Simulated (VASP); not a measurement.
# Ni3Pt (Pm-3m) in VASP: a series of runs

The runs below take Ni3Pt through single point, with LDA.

All numbers are computed with VASP 6.6.1; they aren't measurements. Logs are shortened: lines on timing, memory, paths and dates and some standing lists are left out, and cuts for length are marked.

**1. The cell of the first run**

It takes space group Pm-3m (No. 221, cubic). The conventional cell has a = 3.696 Å, b = 3.696 Å, c = 3.696 Å, α = 90.00°, β = 90.00°, γ = 90.00°. Ni (site symmetry 4/mmm) has 8 Ni at 2.61 Å and 4 Pt at 2.61 Å within 3.4 Å. Within 3.4 Å of Pt (site symmetry m-3m) lie 12 Ni at 2.61 Å.

**2. Single point, LDA, collinear spin, ferromagnetic start (volume scaled by 1.06)**

Input file INCAR:

```
SYSTEM = Ni3Pt
ALGO = Normal
EDIFF = 1E-6
ENCUT = 520
GGA = CA
ISIF = 2
ISMEAR = -1
ISPIN = 2
LASPH = .True.
LCHARG = .True.
LELF = .True.
LMAXMIX = 4
LORBIT = 11
LREAL = .False.
LVHAR = .True.
LWAVE = .False.
MAGMOM = 1.5 1.5 1.5 0.6
NBANDS = 32
NELM = 150
PREC = Accurate
SIGMA = 0.05
```

Input file KPOINTS:

```
k-points
0
Gamma
  9 9 9
  0 0 0
```

Input file POSCAR:

```
Ni3Pt
1.0
    3.6956547748      0.0000000000      0.0000000000
    0.0000000000      3.6956547748      0.0000000000
    0.0000000000      0.0000000000      3.6956547748
Ni Pt
3 1
Direct
    0.5000000000      0.0000000000      0.5000000000
    0.0000000000      0.5000000000      0.5000000000
    0.5000000000      0.5000000000      0.0000000000
    0.0000000000      0.0000000000      0.0000000000
```

Potentials or basis: VASP PAW LDA potentials, release 64 (Ni, Pt).

On the command line:

```sh
$ cat potpaw_LDA.64/Ni/POTCAR potpaw_LDA.64/Pt/POTCAR > POTCAR
$ mpirun -np 1 vasp_std > vasp.out
```

OUTCAR:

```text
SYSTEM = Ni3Pt
   EDIFF = 1E-6
   ENCUT = 520
   GGA = CA
   ISIF = 2
   ISMEAR = -1
   ISPIN = 2
   LASPH = .True.
   LORBIT = 11
   LREAL = .False.
   NELM = 150
   PREC = Accurate

 ion  position               nearest neighbor table
   1  0.500  0.000  0.500-   2 2.61   3 2.61   4 2.61   3 2.61   4 2.61   2 2.61   3 2.61   3 2.61
                             2 2.61   4 2.61   4 2.61   2 2.61
   2  0.000  0.500  0.500-   1 2.61   3 2.61   4 2.61   3 2.61   4 2.61   1 2.61   4 2.61   4 2.61
                             1 2.61   3 2.61   3 2.61   1 2.61
   3  0.500  0.500  0.000-   1 2.61   2 2.61   4 2.61   1 2.61   2 2.61   1 2.61   4 2.61   1 2.61
                             2 2.61   4 2.61   2 2.61   4 2.61
   4  0.000  0.000  0.000-   1 2.61   2 2.61   3 2.61   1 2.61   2 2.61   2 2.61   3 2.61   2 2.61
                             1 2.61   3 2.61   1 2.61   3 2.61

  LATTYP: Found a simple cubic cell.
 ALAT       =     3.6956547748

  Lattice vectors:

 A1 = (   3.6956547748,   0.0000000000,   0.0000000000)
 A2 = (   0.0000000000,   3.6956547748,   0.0000000000)
 A3 = (   0.0000000000,   0.0000000000,   3.6956547748)

Analysis of symmetry for initial positions (statically):
=====================================================================
 Subroutine PRICEL returns:
 Original cell was already a primitive cell.

 Routine SETGRP: Setting up the symmetry group for a
 simple cubic supercell.

 Subroutine GETGRP returns: Found 48 space group operations
 (whereof 48 operations were pure point group operations)
 out of a pool of 48 trial point group operations.

The static configuration has the point symmetry O_h .

Analysis of symmetry for dynamics (positions and initial velocities):
=====================================================================
 Subroutine PRICEL returns:
 Original cell was already a primitive cell.

 Routine SETGRP: Setting up the symmetry group for a
 simple cubic supercell.

 Subroutine GETGRP returns: Found 48 space group operations
 (whereof 48 operations were pure point group operations)
 out of a pool of 48 trial point group operations.

The dynamic configuration has the point symmetry O_h .

Analysis of structural, dynamic, and magnetic symmetry:
=====================================================================
 Subroutine PRICEL returns:
 Original cell was already a primitive cell.

 Routine SETGRP: Setting up the symmetry group for a
 simple cubic supercell.

 Subroutine GETGRP returns: Found 48 space group operations
 (whereof 48 operations were pure point group operations)
 out of a pool of 48 trial point group operations.

The overall configuration has the point symmetry O_h .

 Subroutine INISYM returns: Found 48 space group operations
 (whereof 48 operations are pure point group operations),
 and found     1 'primitive' translations

----------------------------------------------------------------------------------------

                                     Primitive cell

  volume of cell :      50.4748

  direct lattice vectors                    reciprocal lattice vectors
     3.695654775  0.000000000  0.000000000     0.270588045  0.000000000  0.000000000
     0.000000000  3.695654775  0.000000000     0.000000000  0.270588045  0.000000000
     0.000000000  0.000000000  3.695654775     0.000000000  0.000000000  0.270588045

  length of vectors
     3.695654775  3.695654775  3.695654775     0.270588045  0.270588045  0.270588045

  position of ions in fractional coordinates (direct lattice)
     0.500000000  0.000000000  0.500000000
     0.000000000  0.500000000  0.500000000
     0.500000000  0.500000000  0.000000000
     0.000000000  0.000000000  0.000000000

  ion indices of the primitive-cell ions
   primitive index   ion index
                 1           1
                 2           2
                 3           3
                 4           4

----------------------------------------------------------------------------------------

 KPOINTS: k-points

Automatic generation of k-mesh.
 Grid dimensions read from file:
 generate k-points for:    9    9    9

 Generating k-lattice:

  Cartesian coordinates                     Fractional coordinates (reciprocal lattice)
     0.030065338  0.000000000  0.000000000     0.111111111  0.000000000  0.000000000
     0.000000000  0.030065338  0.000000000     0.000000000  0.111111111  0.000000000
     0.000000000  0.000000000  0.030065338     0.000000000  0.000000000  0.111111111

  Length of vectors
     0.030065338  0.030065338  0.030065338

  Shift w.r.t. Gamma in fractional coordinates (k-lattice)
     0.000000000  0.000000000  0.000000000

 Subroutine IBZKPT returns following result:
 ===========================================

 Found     35 irreducible k-points:

 Following reciprocal coordinates:
            Coordinates               Weight
  0.000000  0.000000  0.000000      1.000000
  0.111111  0.000000  0.000000      6.000000
  0.222222  0.000000  0.000000      6.000000
  0.333333  0.000000  0.000000      6.000000
  0.444444  0.000000  0.000000      6.000000
  0.111111  0.111111  0.000000     12.000000
[... 16 lines left out ...]
  0.333333  0.333333  0.111111     24.000000
  0.444444  0.333333  0.111111     48.000000
 [... further k-points ...]
   k-points           NKPTS =     35   k-points in BZ     NKDIM =     35   number of bands    NBANDS=     32
   number of dos      NEDOS =    301   number of ions     NIONS =      4
   total plane-waves  NPLWV =  21952
   dimension x,y,z NGX =    28 NGY =   28 NGZ =   28
   dimension x,y,z NGXF=    56 NGYF=   56 NGZF=   56
   ions per type =               3   1
   NGX,Y,Z   is equivalent  to a cutoff of  12.60, 12.60, 12.60 a.u.
   NGXF,Y,Z  is equivalent  to a cutoff of  25.19, 25.19, 25.19 a.u.
 SYSTEM =  Ni3Pt
   PREC   = accura    normal or accurate (medium, high low for compatibility)
   ISTART =      0    job   : 0-new  1-cont  2-samecut
   ICHARG =      2    charge: 1-file 2-atom 10-const
   ISPIN  =      2    spin polarized calculation?
   LNONCOLLINEAR =      F non collinear calculations
   LSORBIT =      F    spin-orbit coupling
   LASPH  =      T    aspherical Exc in radial PAW
   ENCUT  =  520.0 eV  38.22 Ry    6.18 a.u.   6.87  6.87  6.87*2*pi/ulx,y,z
   NELM   =    150;   NELMIN=  2; NELMDL= -5     # of ELM steps
   EDIFF  = 0.1E-05   stopping-criterion for ELM
   LREAL  =      F    real-space projection
   EDIFFG = 0.1E-04   stopping-criterion for IOM
   NSW    =      0    number of steps for IOM
   IBRION =     -1    ionic relax: 0-MD 1-quasi-New 2-CG
   NFREE  =      0    steps in history (QN), initial steepest desc. (CG)
   ISIF   =      2    stress and relaxation
   ISYM   =      2    0-nonsym 1-usesym 2-fastsym
   POTIM  = 0.5000    time-step for ionic-motion
   TEBEG  =    0.0;   TEEND  =   0.0 temperature during run
   PSTRESS=    0.0 pullay stress
   NELECT =      40.0000    total number of electrons
   NUPDOWN=      -1.0000    fix difference up-down
   EMIN   =  10.00;   EMAX   =-10.00  energy-range for DOS
   EFERMI =   0.00;   METHOD = LEGACY
   ISMEAR =    -1;   SIGMA  =   0.05  broadening in eV -4-tet -1-fermi 0-gaus
   EFERMI_NEDOS =   21; number of points for ismear=-14 and -15
   IALGO  =     38    algorithm
   IMIX   =      4    mixing-type and parameters
     AMIX     =   0.40;   BMIX     =  1.00
     AMIX_MAG =   1.60;   BMIX_MAG =  1.00
  volume/ion in A,a.u.               =      12.62        85.16
  Fermi-wavevector in a.u.,A,eV,Ry     =   1.514968  2.862874 31.227109  2.295128
  Thomas-Fermi vector in A             =   2.624555
   LORBIT       =     11    0 simple, 1 ext, 2 COOP (PROOUT), +10 PAW based schemes
   GGA     = CA    functional components
   LHFCALC =     F    Hartree Fock is set to
   AEXX    =    0.0000 exact exchange contribution
   IVDW    =     0    specifies the selected vdW correction
   LEPSILON=     F    determine dielectric tensor
   LRPA    =     F    only Hartree local field effects (RPA)
 spin polarized calculation
  energy-cutoff  :      520.00
  volume of cell :       50.47
 maximum number of plane-waves:      1377
 NGX is ok and might be reduce to    28
   NGX = 13   NGY = 13   NGZ = 13

 number of electron      39.9999943 magnetization       2.2913897

 Free energy of the ion-electron system (eV)
  ---------------------------------------------------
  ext. energy  EPLUGINS =         0.00000000
  ---------------------------------------------------
  free energy    TOTEN  =       -27.11892618 eV

  energy without entropy =      -27.05970767  energy(sigma->0) =      -27.08931693

 E-fermi :   8.8461     XC(G=0): -13.2989

 val. band max:        8.8417527649   @ k =   0.4444   0.4444   0.3333
 cond. band min:       8.8498519938   @ k =   0.3333   0.3333   0.2222
 fundamental gap:      0.0080992289
 Fermi energy:         8.8460564588

 spin component 1

 k-point     1 :       0.0000    0.0000    0.0000
  band No.  band energies     occupation
      1      -0.1388      1.00000
      2       3.3256      1.00000
      3       3.3256      1.00000
      4       4.1861      1.00000
      5       4.1861      1.00000
      6       4.1861      1.00000
[... 829 lines left out ...]
     31      24.0049      0.00000
     32      24.8560      0.00000

 [... further k-points ...]

 spin component 2

 k-point     1 :       0.0000    0.0000    0.0000
  band No.  band energies     occupation
      1      -0.0867      1.00000
      2       3.5337      1.00000
      3       3.5337      1.00000
      4       4.5361      1.00000
      5       4.5361      1.00000
      6       4.5361      1.00000
[... 829 lines left out ...]
     31      24.1408      0.00000
     32      24.9886      0.00000

 [... further k-points ...]

------------------------ aborting loop because EDIFF is reached ----------------------------------------

  FORCE on cell =-STRESS in cart. coord.  units (eV):
  Direction    XX          YY          ZZ          XY          YZ          ZX
  --------------------------------------------------------------------------------------
  -------------------------------------------------------------------------------------
  Total       -6.7637490     -6.7637490     -6.7637490      0.0000000      0.0000000     -0.0000000
  in kB     -214.6959630   -214.6959630   -214.6959630      0.0000000      0.0000000     -0.0000000
  external PRESSURE =    -214.6959630 kB  Pullay stress =       0.0000000 kB

 VOLUME and BASIS-vectors are now :
 -----------------------------------------------------------------------------
  energy-cutoff  :      520.00
  volume of cell :       50.47
      direct lattice vectors                 reciprocal lattice vectors
     3.695654775  0.000000000  0.000000000     0.270588045  0.000000000  0.000000000
     0.000000000  3.695654775  0.000000000     0.000000000  0.270588045  0.000000000
     0.000000000  0.000000000  3.695654775     0.000000000  0.000000000  0.270588045

 POSITION                                       TOTAL-FORCE (eV/Angst)
 -----------------------------------------------------------------------------------
      1.84783      0.00000      1.84783         0.000000      0.000000      0.000000
      0.00000      1.84783      1.84783         0.000000      0.000000      0.000000
      1.84783      1.84783      0.00000         0.000000      0.000000      0.000000
      0.00000      0.00000      0.00000         0.000000      0.000000      0.000000
 -----------------------------------------------------------------------------------
    total drift:                                0.000000      0.000000      0.000000

  FREE ENERGIE OF THE ION-ELECTRON SYSTEM (eV)
  ---------------------------------------------------
  free  energy   TOTEN  =       -27.1189261845 eV

  energy  without entropy=      -27.0597076742  energy(sigma->0) =      -27.08931693

 total charge

# of ion       s       p       d       tot
------------------------------------------
    1        0.449   0.438   8.306   9.192
    2        0.449   0.438   8.306   9.192
    3        0.449   0.438   8.306   9.192
    4        0.716   0.596   8.029   9.340
--------------------------------------------------
tot          2.061   1.910  32.946  36.918

 magnetization (x)

# of ion       s       p       d       tot
------------------------------------------
    1       -0.003  -0.011   0.679   0.665
    2       -0.003  -0.011   0.679   0.665
    3       -0.003  -0.011   0.679   0.665
    4       -0.005  -0.022   0.345   0.318
--------------------------------------------------
tot         -0.014  -0.056   2.382   2.312
```

Run time: 80 s. Hardware: 1 thread of Intel Xeon Platinum 8259CL at 2.50GHz (Skylake/Cascade Lake), shared host; peak memory 0.2 GiB.

What came out:

```
Free energy                                           : -27.1189 eV
Pressure                                              : -21.5 GPa
Net moment                                            : 2.29 μB per cell
Site moments                                          : Ni +0.67; Pt +0.32 μB
Valence electrons inside the program's atomic spheres : Ni 9.19; Pt 9.34
```

Caveat: spin-orbit coupling is left out, which moves the levels of the heavy elements.

(Continued in part 2 of 2.)
